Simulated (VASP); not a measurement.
# AgRh (P-6m2) in VASP: settings compared, part 2 of 2

VASP 6.6.1. The steps go on from the part before.

### Step 3. Single point, BLYP (15.74 Å³/atom)

This run uses another cell than the first one, of 15.74 Å³/atom.

Contents of INCAR:

```
PREC     = Accurate       # precision mode
ENCUT    = 520            # plane-wave cutoff, eV
EDIFF    = 1E-6           # SCF threshold, eV
ISMEAR   = 1              # smearing method
SIGMA    = 0.1            # smearing width, eV
LREAL    = F              # projectors in reciprocal space
LASPH    = T              # aspherical terms in the spheres
NELM     = 60             # most SCF steps
ALGO     = Normal         # electronic algorithm
ISIF     = 2              # what is computed and relaxed
LWAVE    = F              # write WAVECAR
LCHARG   = F              # write CHGCAR
GGA      = B5             # functional
ALDAX    = 1.0          
AGGAX    = 1.0          
AGGAC    = 1.0          
ALDAC    = 0.0          
NBANDS   = 20             # bands
```

Contents of KPOINTS:

```
Automatic mesh
0
Gamma
  11 11 6
```

Contents of POSCAR:

```
AgRh
1.0
    2.7589461066      0.0000000000      0.0000000000
   -1.3794730533      2.3893174160      0.0000000000
    0.0000000000      0.0000000000      4.7763285309
Ag Rh
1 1
Direct
    0.0000000000      0.0000000000      0.5000000000
    0.6666666667      0.3333333333      0.0000000000
```

Potentials or basis: VASP PAW PBE potentials, release 64 (Ag, Rh_pv).

Launch:

```sh
cat potpaw_PBE.64/Ag/POTCAR potpaw_PBE.64/Rh_pv/POTCAR > POTCAR
mpirun -np 1 vasp_std > vasp.out
```

OUTCAR:

```text
PREC = Accurate
   ENCUT = 520
   EDIFF = 1E-6
   ISMEAR = 1
   LREAL = F
   LASPH = T
   NELM = 60
   ISIF = 2
   GGA = B5

 ion  position               nearest neighbor table
   1  0.000  0.000  0.500-   2 2.87   2 2.87   2 2.87   2 2.87   2 2.87   2 2.87
   2  0.667  0.333  0.000-   1 2.87   1 2.87   1 2.87   1 2.87   1 2.87   1 2.87

  LATTYP: Found a hexagonal cell.
 ALAT       =     2.7589461066
 C/A-ratio  =     1.7312148720

  Lattice vectors:

 A1 = (   2.7589461066,   0.0000000000,   0.0000000000)
 A2 = (  -1.3794730533,   2.3893174160,   0.0000000000)
 A3 = (   0.0000000000,   0.0000000000,   4.7763285309)

Analysis of symmetry for initial positions (statically):
=====================================================================
 Subroutine PRICEL returns:
 Original cell was already a primitive cell.

 Routine SETGRP: Setting up the symmetry group for a
 hexagonal supercell.

 Subroutine GETGRP returns: Found 12 space group operations
 (whereof 12 operations were pure point group operations)
 out of a pool of 24 trial point group operations.

The static configuration has the point symmetry D_3h.

Analysis of symmetry for dynamics (positions and initial velocities):
=====================================================================
 Subroutine PRICEL returns:
 Original cell was already a primitive cell.

 Routine SETGRP: Setting up the symmetry group for a
 hexagonal supercell.

 Subroutine GETGRP returns: Found 12 space group operations
 (whereof 12 operations were pure point group operations)
 out of a pool of 24 trial point group operations.

The dynamic configuration has the point symmetry D_3h.

 Subroutine INISYM returns: Found 12 space group operations
 (whereof 12 operations are pure point group operations),
[... 102 lines left out ...]
   ISIF   =      2    stress and relaxation
   ISYM   =      2    0-nonsym 1-usesym 2-fastsym
   POTIM  = 0.5000    time-step for ionic-motion
   TEBEG  =    0.0;   TEEND  =   0.0 temperature during run
   PSTRESS=    0.0 pullay stress
   NELECT =      26.0000    total number of electrons
   NUPDOWN=      -1.0000    fix difference up-down
   EMIN   =  10.00;   EMAX   =-10.00  energy-range for DOS
   EFERMI =   0.00;   METHOD = LEGACY
   ISMEAR =     1;   SIGMA  =   0.10  broadening in eV -4-tet -1-fermi 0-gaus
   EFERMI_NEDOS =   21; number of points for ismear=-14 and -15
   IALGO  =     38    algorithm
   IMIX   =      4    mixing-type and parameters
     AMIX     =   0.40;   BMIX     =  1.00
     AMIX_MAG =   1.60;   BMIX_MAG =  1.00
  volume/ion in A,a.u.               =      15.74       106.24
  Fermi-wavevector in a.u.,A,eV,Ry     =   1.535897  2.902425 32.095881  2.358981
  Thomas-Fermi vector in A             =   2.642622
   LORBIT       =      0    0 simple, 1 ext, 2 COOP (PROOUT), +10 PAW based schemes
   GGA     = B5    functional components
   LHFCALC =     F    Hartree Fock is set to
   AEXX    =    0.0000 exact exchange contribution
   IVDW    =     0    specifies the selected vdW correction
   LEPSILON=     F    determine dielectric tensor
   LRPA    =     F    only Hartree local field effects (RPA)
 non-spin polarized calculation
 Methfessel and Paxton  Order N= 1 SIGMA  =   0.10
  energy-cutoff  :      520.00
  volume of cell :       31.49
 maximum number of plane-waves:       860
 NGX is ok and might be reduce to    24
   NGX = 11   NGY = 11   NGZ = 17

 number of electron      25.9999997 magnetization

 Free energy of the ion-electron system (eV)
  ---------------------------------------------------
  ext. energy  EPLUGINS =         0.00000000
  ---------------------------------------------------
  free energy    TOTEN  =        -7.70237649 eV

  energy without entropy =       -7.70322817  energy(sigma->0) =       -7.70266038

 E-fermi :   9.6225     XC(G=0): -12.3028

 val. band max:        9.6008882285   @ k =   0.0909   0.0909   0.3333
 cond. band min:       9.6370489463   @ k =   0.2727   0.0000   0.0000
 fundamental gap:      0.0361607177
 Fermi energy:         9.6225210349

 k-point     1 :       0.0000    0.0000    0.0000
  band No.  band energies     occupation
      1     -35.8537      2.00000
      2     -35.8318      2.00000
      3     -35.8318      2.00000
      4       2.4684      2.00000
      5       3.7949      2.00000
      6       5.2270      2.00000
[... 541 lines left out ...]
     19      26.8048      0.00000
     20      27.9316      0.00000

 [... further k-points ...]
[... 5 lines left out ...]
  --------------------------------------------------------------------------------------
  -------------------------------------------------------------------------------------
  Total        2.1845755      2.1845755      1.9241662     -0.0000000      0.0000000     -0.0000000
  in kB      111.1645684    111.1645684     97.9133469     -0.0000000      0.0000000     -0.0000000
  external PRESSURE =     106.7474945 kB  Pullay stress =       0.0000000 kB

 VOLUME and BASIS-vectors are now :
 -----------------------------------------------------------------------------
  energy-cutoff  :      520.00
  volume of cell :       31.49
      direct lattice vectors                 reciprocal lattice vectors
     2.758946107  0.000000000  0.000000000     0.362457243  0.209264787  0.000000000
    -1.379473053  2.389317416  0.000000000     0.000000000  0.418529574  0.000000000
     0.000000000  0.000000000  4.776328531     0.000000000  0.000000000  0.209365833

 POSITION                                       TOTAL-FORCE (eV/Angst)
 -----------------------------------------------------------------------------------
      0.00000      0.00000      2.38816         0.000000     -0.000000      0.000000
      1.37947      0.79644      0.00000        -0.000000      0.000000      0.000000
 -----------------------------------------------------------------------------------
    total drift:                               -0.000000      0.000000      0.000000

  FREE ENERGIE OF THE ION-ELECTRON SYSTEM (eV)
  ---------------------------------------------------
  free  energy   TOTEN  =        -7.7023764924 eV

  energy  without entropy=       -7.7032281651  energy(sigma->0) =       -7.70266038
```

stdout:

```text
POSCAR found type information on POSCAR AgRh
 POSCAR found :  2 types and       2 ions
 scaLAPACK will be used
 -----------------------------------------------------------------------------
|                                                                             |
|                                                                             |
|     You enforced a specific xc type in the INCAR file but a different       |
|     I HOPE YOU KNOW WHAT YOU ARE DOING!                                     |
|                                                                             |
 -----------------------------------------------------------------------------

 LDA part: xc-table for (Slater(with rela. corr.)+VWN5), standard interpolation
 POSCAR, INCAR and KPOINTS ok, starting setup
 FFT: planning ... GRIDC
 FFT: planning ... GRID_SOFT
 FFT: planning ... GRID
 WAVECAR not read
 entering main loop
```

Wall time 50 s (1 thread of Intel Xeon 8259CL, shared host); peak memory 0.18 GiB.

Results:

```yaml
Free_energy: -7.7024 eV
Pressure: 10.7 GPa
Band_gap_on_the_k_mesh: zero (bands 13 and 14 overlap by 1.38 eV)
```

Levels at points of the mesh, in eV from the Fermi level:
```
           k point  band 11  band 12  band 13  band 14  band 15  band 16
(0.00, 0.00, 0.00)    -1.81    -1.81     0.15     0.15     0.40     5.50
(0.00, 0.00, 0.50)    -2.47    -1.62    -1.62     0.11     0.11    11.90
```

Caveat: the cell stands under pressure; the PAW data sets were made with another functional, which shifts forces and pressure a little.

### Step 4. Single point, PBE

This run uses another cell than the first one, of 16.06 Å³/atom.

Contents of INCAR:

```
SYSTEM = AgRh
  PREC = Accurate
  ENCUT = 520
  EDIFF = 1E-6
  ISMEAR = 0
  SIGMA = 0.05
  LREAL = .False.
  LASPH = .True.
  NELM = 60
  ALGO = Normal
  ISIF = 2
  LWAVE = .False.
  LCHARG = .False.
  GGA = PE
  NBANDS = 20
```

Contents of KPOINTS:

```
Automatic mesh
0
Gamma
  11 11 6
  0 0 0
```

Contents of POSCAR:

```
AgRh
1.0
    2.7775881998      0.0000000000      0.0000000000
   -1.3887940999      2.4054619423      0.0000000000
    0.0000000000      0.0000000000      4.8086020000
Ag Rh
1 1
Direct
    0.0000000000      0.0000000000      0.5000000000
    0.6666666667      0.3333333333      0.0000000000
```

Launch:

```sh
cat potpaw_PBE.64/Ag/POTCAR potpaw_PBE.64/Rh_pv/POTCAR > POTCAR
mpirun -np 1 vasp_std > vasp.out
```

Run time: 42 s. Hardware: 1 thread of Intel Xeon 8259CL, shared host; peak memory 0.18 GiB.

It converged, with:

```
Free energy            : -9.4418 eV
Pressure               : -2.5 GPa
Band gap on the k mesh : zero (bands 13 and 14 overlap by 1.32 eV)
```

Stress tensor (GPa, compression positive):
```
-2.25  0.00  0.00
 0.00 -2.25  0.00
 0.00  0.00 -2.99
```

Levels at points of the mesh, in eV from the Fermi level:
| k point | band 11 | band 12 | band 13 | band 14 | band 15 | band 16 |
| --- | --- | --- | --- | --- | --- | --- |
| (0.00, 0.00, 0.00) | -1.74 | -1.74 | 0.15 | 0.15 | 0.22 | 5.37 |
| (0.00, 0.00, 0.50) | -2.43 | -1.56 | -1.56 | 0.11 | 0.11 | 11.59 |

### Step 5. Single point, PBE

This run uses another cell than the first one, of 16.06 Å³/atom.

Contents of INCAR:

```
PREC = Accurate
ENCUT = 520
EDIFF = 1E-7
ISMEAR = 0
SIGMA = 0.1
LREAL = F
LASPH = T
NELM = 80
ALGO = Normal
ISIF = 2
LWAVE = F
LCHARG = T
GGA = PE
LELF = T
LVHAR = T
NBANDS = 20
```

Contents of KPOINTS:

```
Automatic mesh
0
Gamma
  11 11 6
```

POSCAR is that of step 4.

Launch:

```sh
cat potpaw_PBE.64/Ag/POTCAR potpaw_PBE.64/Rh_pv/POTCAR > POTCAR
mpirun -np 1 vasp_std > vasp.out
```

It took 55 s on 1 thread of Intel Xeon 8259CL, shared host; peak memory 0.18 GiB.

The run converged. Its results:

```
Free energy            : -9.4472 eV
Pressure               : -2.4 GPa
Band gap on the k mesh : zero (bands 13 and 14 overlap by 1.32 eV)
```

Stress tensor (GPa, compression positive):
```
-2.19  0.00  0.00
 0.00 -2.19  0.00
 0.00  0.00 -2.95
```

Levels at points of the mesh, in eV from the Fermi level:
```csv
k point,band 11,band 12,band 13,band 14,band 15,band 16
"(0.00, 0.00, 0.00)",-1.76,-1.76,0.14,0.14,0.21,5.36
"(0.00, 0.00, 0.50)",-2.44,-1.57,-1.57,0.11,0.11,11.58
```

### Step 6. Overview

| level | cell | smearing | gap on the mesh (eV) | pressure (GPa) |
| --- | --- | --- | --- | --- |
| BLYP | a = 2.740, b = 2.740, c = 4.744 Å, angles 90.0, 90.0, 120.0°, 2 atoms | methfessel-paxton 0.1 eV | none | 14.7 |
| BLYP | a = 2.759, b = 2.759, c = 4.776 Å, angles 90.0, 90.0, 120.0°, 2 atoms | methfessel-paxton 0.1 eV | none | 10.7 |
| PBE | a = 2.778, b = 2.778, c = 4.809 Å, angles 90.0, 90.0, 120.0°, 2 atoms | gaussian 0.05 eV | none | -2.5 |
| PBE | a = 2.778, b = 2.778, c = 4.809 Å, angles 90.0, 90.0, 120.0°, 2 atoms | gaussian 0.1 eV | none | -2.4 |

Alike in all rows: task single point; potentials or basis VASP PAW PBE potentials, release 64 (Ag, Rh_pv); no spin polarisation; k mesh 11 × 11 × 6; cutoff (eV) 520.

Caveats: the cell stands under pressure (at least some runs); the PAW data sets were made with another functional, which shifts forces and pressure a little (at least some runs).

Absolute energies hang on the potentials; compare differences alone.
